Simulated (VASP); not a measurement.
Here is a VASP 6.6.1 calculation.

POSCAR

```
BaTe
1.0
    0.0000000000      3.4970629662      3.4970629662
    3.4970629662      0.0000000000      3.4970629662
    3.4970629662      3.4970629662      0.0000000000
Ba Te
1 1
Direct
    0.0000000000      0.0000000000      0.0000000000
    0.5000000000      0.5000000000      0.5000000000
```

Contents of INCAR.step1:

```
ALGO = Normal ; EDIFF = 1E-4
ENCUT = 520 ; GGA = PE
ISMEAR = 0 ; LASPH = True
LCHARG = False ; LREAL = False
LWAVE = True ; NBANDS = 15
NELM = 60 ; PREC = Accurate
SIGMA = 0.01
```

INCAR.step2

```
ALGO = Normal ; EDIFF = 1E-6
ENCUT = 520 ; ISIF = 2
ISMEAR = 0 ; ISTART = 1
LASPH = True ; LCHARG = True
LELF = True ; LMIXTAU = True
LREAL = False ; LVHAR = True
LWAVE = False ; METAGGA = R2SCAN
NBANDS = 15 ; NELM = 60
PREC = Accurate ; SIGMA = 0.01
```

Contents of KPOINTS:

```
k-points
0
Gamma
  6 6 6
```

Potentials or basis: VASP PAW PBE potentials, release 64 (Ba_sv, Te).

The run is started by

```console
$ cat potpaw_PBE.64/Ba_sv/POTCAR potpaw_PBE.64/Te/POTCAR > POTCAR
$ cp INCAR.step1 INCAR
$ mpirun -np 1 vasp_std > vasp.out
$ cp INCAR.step2 INCAR
$ mpirun -np 1 vasp_std > vasp.out
```

Task: What does it give for the pressure?

Result: 1.3 GPa.

Task: Estimate the band gap on the k mesh.

Result: 1.87 eV (least direct gap 2.26 eV).

Caveat: the cell differs from its parent crystal (strain -1.0%); the PAW data sets were made with another functional, which shifts forces and pressure a little; spin-orbit coupling is left out, which moves the levels of the heavy elements. A k mesh can miss the band edges.
